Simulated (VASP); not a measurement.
The system is Mo.

```
CELL_PARAMETERS angstrom
-1.57342 1.57342 1.57342
1.57342 -1.57342 1.57342
1.57342 1.57342 -1.57342
ATOMIC_POSITIONS crystal
Mo 0.00000 0.00000 0.00000
```

| Item | Value |
| --- | --- |
| Program | VASP 6.6.1 |
| Task | relaxation of cell and atoms |
| Functional | RPBE |
| Potentials or basis | VASP PAW PBE potentials, release 64 (Mo_sv) |
| Cutoff | 600 eV |
| k mesh | 18 × 18 × 18 |
| Occupations | gaussian, width 0.1 eV |
| Spin | no spin polarisation |

At the start: pressure 7.4 GPa; volume 15.58 Å³/atom.

**Question.** Where does the relaxation end?

**Answer.** Over 4 steps the energy falls by 9.9 meV/atom and the volume is 16.02 Å³/atom (+2.8 %); space group Im-3m (No. 229, to 0.05 Å).

Step by step:
| step | energy change (eV) | largest force (eV/Å) | pressure (GPa) | volume (Å³) |
| --- | --- | --- | --- | --- |
| 1 | 0.0000 | 0.0000 | 7.37 | 15.58 |
| 2 | 0.0546 | 0.0000 | -15.68 | 17.25 |
| 3 | -0.0098 | 0.0000 | -0.19 | 16.03 |
| 4 | -0.0099 | 0.0000 | -0.01 | 16.02 |

Final structure:
```
CELL_PARAMETERS angstrom
-1.58812 1.58812 1.58812
1.58812 -1.58812 1.58812
1.58812 1.58812 -1.58812
ATOMIC_POSITIONS crystal
Mo 0.00000 0.00000 0.00000
```

Caveat: the PAW data sets were made with another functional, which shifts forces and pressure a little.
